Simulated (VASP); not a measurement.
Input of a VASP 6.6.1 run:

The input INCAR:

```
PREC = Accurate
ENCUT = 500
EDIFF = 1E-6
ISMEAR = 0
SIGMA = 0.1
LREAL = F
LASPH = T
NELM = 200
ALGO = Normal
ISIF = 2
LWAVE = F
LCHARG = F
ISPIN = 2
MAGMOM = 0.19 1.14
LORBIT = 11
NUPDOWN = 2.0
GGA = PE
NBANDS = 19
GGA_COMPAT = F
```

Contents of KPOINTS:

```
Automatic mesh
0
Gamma
  4 4 4
```

The input POSCAR:

```
RbCl
1.0
    0.0000000000      3.3087073290      3.3087073290
    3.3087073290      0.0000000000      3.3087073290
    3.3087073290      3.3087073290      0.0000000000
Rb Cl
1 1
Direct
    0.0000000000      0.0000000000      0.0000000000
    0.5000000000      0.5000000000      0.5000000000
```

Potentials or basis: VASP PAW PBE potentials, release 64 (Rb_sv, Cl).

The run is started by

```sh
$ cat potpaw_PBE.64/Rb_sv/POTCAR potpaw_PBE.64/Cl/POTCAR > POTCAR
$ mpirun -np 1 vasp_std > vasp.out
```

**Question.** Estimate the pressure.

**Answer.** 4.3 GPa.

Caveat: the k points lie up to 0.41 Å⁻¹ apart; the total moment is fixed, so each spin has its own Fermi level.
